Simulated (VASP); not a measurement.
# KI in VASP: notebook, part 2 of 2

VASP 6.6.1.

## Step 4: Single point, PBEsol (equal xy, yz and zx shear strains of -1 %)

Input file INCAR:

```
SYSTEM = KI
PREC     = Accurate       ! precision mode
ENCUT    = 520            ! plane-wave cutoff, eV
EDIFF    = 1E-6           ! SCF threshold, eV
ISMEAR   = -1             ! smearing method
SIGMA    = 0.01           ! smearing width, eV
LREAL    = .FALSE.        ! projectors in reciprocal space
LASPH    = .TRUE.         ! aspherical terms in the spheres
NELM     = 80             ! most SCF steps
ALGO     = Normal         ! electronic algorithm
ISIF     = 2              ! what is computed and relaxed
LWAVE    = .FALSE.        ! write WAVECAR
LCHARG   = .FALSE.        ! write CHGCAR
GGA      = PS             ! functional
NBANDS   = 15             ! bands
```

Input file KPOINTS:

```
Automatic mesh
0
G
  8 8 8
  0 0 0
```

Input file POSCAR:

```
KI
1.0
   -0.0352455000      3.5069272500      3.5069272500
    3.5069272500     -0.0352455000      3.5069272500
    3.5069272500      3.5069272500     -0.0352455000
K I
1 1
Direct
    0.0000000000      0.0000000000      0.0000000000
    0.5000000000      0.5000000000      0.5000000000
```

Potentials or basis: VASP PAW PBE potentials, release 64 (K_sv, I).

On the command line:

```console
$ cat potpaw_PBE.64/K_sv/POTCAR potpaw_PBE.64/I/POTCAR > POTCAR
$ mpirun -np 1 vasp_std > vasp.out
```

OUTCAR:

```text
SYSTEM = KI
   PREC = Accurate
   ENCUT = 520
   EDIFF = 1E-6
   ISMEAR = -1
   LREAL = .FALSE.
   LASPH = .TRUE.
   NELM = 80
   ISIF = 2
   GGA = PS

 ion  position               nearest neighbor table
   1  0.000  0.000  0.000-   2 3.52   2 3.52   2 3.52   2 3.52   2 3.52   2 3.52
   2  0.500  0.500  0.500-   1 3.52   1 3.52   1 3.52   1 3.52   1 3.52   1 3.52

  LATTYP: Found a trigonal (rhomboedric) cell.
 ALAT       =     4.9596693155
 COS(alpha) =     0.4899250057

  Lattice vectors:

 A1 = (  -0.0352455000,   3.5069272500,   3.5069272500)
 A2 = (   3.5069272500,  -0.0352455000,   3.5069272500)
 A3 = (   3.5069272500,   3.5069272500,  -0.0352455000)

Analysis of symmetry for initial positions (statically):
=====================================================================
 Subroutine PRICEL returns:
 Original cell was already a primitive cell.

 Routine SETGRP: Setting up the symmetry group for a
 trigonal (rhombohedral) supercell.

 Subroutine GETGRP returns: Found 12 space group operations
 (whereof 12 operations were pure point group operations)
 out of a pool of 12 trial point group operations.

[... 168 lines left out ...]

 k-point     1 :       0.0000    0.0000    0.0000
  band No.  band energies     occupation
      1     -28.7872      2.00000
      2     -12.3413      2.00000
      3     -12.3400      2.00000
      4     -12.3400      2.00000
      5     -11.0203      2.00000
      6      -0.4847      2.00000
      7      -0.4847      2.00000
      8      -0.4464      2.00000
      9       3.3549      0.00000
     10       5.9141      0.00000
     11       5.9141      0.00000
     12       6.0303      0.00000
     13       6.6985      0.00000
     14       6.6985      0.00000
[... 401 lines left out ...]
      2     -12.4504      2.00000
      3     -12.3507      2.00000
      4     -12.3399      2.00000
      5     -10.8171      2.00000
      6      -1.4420      2.00000
      7      -0.7565      2.00000
      8      -0.7396      2.00000
      9       4.8968      0.00000
     10       5.8951      0.00000
     11       6.6925      0.00000
     12       6.9442      0.00000
     13       7.8149      0.00000
     14       7.8591      0.00000
     15       9.3189      0.00000

 [... further k-points ...]
[... 5 lines left out ...]
  --------------------------------------------------------------------------------------
  -------------------------------------------------------------------------------------
  Total       -0.0911741     -0.0911741     -0.0911741      0.0187177      0.0187177      0.0187177
  in kB       -1.6682982     -1.6682982     -1.6682982      0.3424949      0.3424949      0.3424949
  external PRESSURE =      -1.6682982 kB  Pullay stress =       0.0000000 kB

 VOLUME and BASIS-vectors are now :
 -----------------------------------------------------------------------------
  energy-cutoff  :      520.00
  volume of cell :       87.56
      direct lattice vectors                 reciprocal lattice vectors
    -0.035245500  3.506927250  3.506927250    -0.140443390  0.141869211  0.141869211
     3.506927250 -0.035245500  3.506927250     0.141869211 -0.140443390  0.141869211
     3.506927250  3.506927250 -0.035245500     0.141869211  0.141869211 -0.140443390

 POSITION                                       TOTAL-FORCE (eV/Angst)
 -----------------------------------------------------------------------------------
      0.00000      0.00000      0.00000         0.000000     -0.000000      0.000000
      3.48930      3.48930      3.48930        -0.000000      0.000000     -0.000000
 -----------------------------------------------------------------------------------
    total drift:                                0.000000     -0.000000     -0.000000

  FREE ENERGIE OF THE ION-ELECTRON SYSTEM (eV)
  ---------------------------------------------------
  free  energy   TOTEN  =        -5.8151279809 eV

  energy  without entropy=       -5.8151279809  energy(sigma->0) =       -5.81512798
```

stdout:

```text
POSCAR found type information on POSCAR K I
 POSCAR found :  2 types and       2 ions
 scaLAPACK will be used
 -----------------------------------------------------------------------------
|                                                                             |
|                                                                             |
|     You enforced a specific xc type in the INCAR file but a different       |
|     I HOPE YOU KNOW WHAT YOU ARE DOING!                                     |
|                                                                             |
 -----------------------------------------------------------------------------

 LDA part: xc-table for (Slater+PW92), standard interpolation
 POSCAR, INCAR and KPOINTS ok, starting setup
 FFT: planning ... GRIDC
 FFT: planning ... GRID_SOFT
 FFT: planning ... GRID
 WAVECAR not read
 entering main loop
```

It took 41 s on 1 thread of Intel Xeon 6975P-C (Granite Rapids), shared host; peak memory 0.27 GiB.

Results:

```
Free energy            : -5.8151 eV
Pressure               : -0.2 GPa
Band gap on the k mesh : 3.80 eV, direct
```

Caveat: the cell differs from its parent crystal (equal xy, yz and zx shear strains of -1 %); the PAW data sets were made with another functional, which shifts forces and pressure a little; spin-orbit coupling is left out, which moves the levels of the heavy elements. A k mesh can miss the band edges.

## Step 5: Single point, PBEsol (equal xy, yz and zx shear strains of +1 %)

Input file INCAR:

```
SYSTEM = KI
  PREC = Accurate
  ENCUT = 520
  EDIFF = 1E-6
  ISMEAR = -1
  SIGMA = 0.01
  LREAL = .False.
  LASPH = .True.
  NELM = 80
  ALGO = Normal
  ISIF = 2
  LWAVE = .False.
  LCHARG = .False.
  GGA = PS
  NBANDS = 15
```

Input file KPOINTS:

```
Automatic mesh
0
Gamma
  8 8 8
  0 0 0
```

Input file POSCAR:

```
KI
1.0
    0.0352455000      3.5421727500      3.5421727500
    3.5421727500      0.0352455000      3.5421727500
    3.5421727500      3.5421727500      0.0352455000
K I
1 1
Direct
    0.0000000000      0.0000000000      0.0000000000
    0.5000000000      0.5000000000      0.5000000000
```

On the command line:

```console
$ cat potpaw_PBE.64/K_sv/POTCAR potpaw_PBE.64/I/POTCAR > POTCAR
$ mpirun -np 1 vasp_std > vasp.out
```

Wall time 41 s (1 thread of Intel Xeon 6975P-C (Granite Rapids), shared host); peak memory 0.28 GiB.

The run converged. Its results:

| Quantity | Value |
| --- | --- |
| Free energy | -5.8151 eV |
| Pressure | -0.2 GPa |
| Band gap on the k mesh | 3.81 eV, direct |

Levels at points of the mesh, in eV from the valence-band top:
```
           k point  band 6  band 7  band 8  band 9  band 10  band 11
(0.00, 0.00, 0.00)   -0.04    0.00    0.00    3.81     6.34     6.45
(0.50, 0.00, 0.00)   -1.38   -0.39   -0.36    5.37     7.62     8.00
(0.50, 0.50, 0.00)   -1.04   -0.41   -0.37    4.80     5.68     8.06
(0.50, 0.50, 0.50)   -1.39   -0.34   -0.34    5.39     7.57     8.11
```

Caveat: the cell differs from its parent crystal (equal xy, yz and zx shear strains of +1 %); the PAW data sets were made with another functional, which shifts forces and pressure a little; spin-orbit coupling is left out, which moves the levels of the heavy elements.

## Step 6: The runs side by side

| cell | gap on the mesh (eV) | pressure (GPa) |
| --- | --- | --- |
| a = 5.035, b = 5.035, c = 5.084 Å, angles 59.7, 59.7, 60.7°, 2 atoms | 3.75 | -0.6 |
| a = 4.935 Å, angles 61.3°, 2 atoms | 3.77 | -0.2 |
| a = 4.960 Å, angles 60.7°, 2 atoms | 3.80 | -0.2 |
| a = 5.010 Å, angles 59.3°, 2 atoms | 3.81 | -0.2 |

Alike in all rows: task single point; level PBEsol; potentials or basis VASP PAW PBE potentials, release 64 (K_sv, I); no spin polarisation; k mesh 8 × 8 × 8; cutoff (eV) 520; smearing fermi-dirac 0.01 eV.

Caveats: the PAW data sets were made with another functional, which shifts forces and pressure a little; spin-orbit coupling is left out, which moves the levels of the heavy elements.

Absolute energies hang on the potentials; compare differences alone.
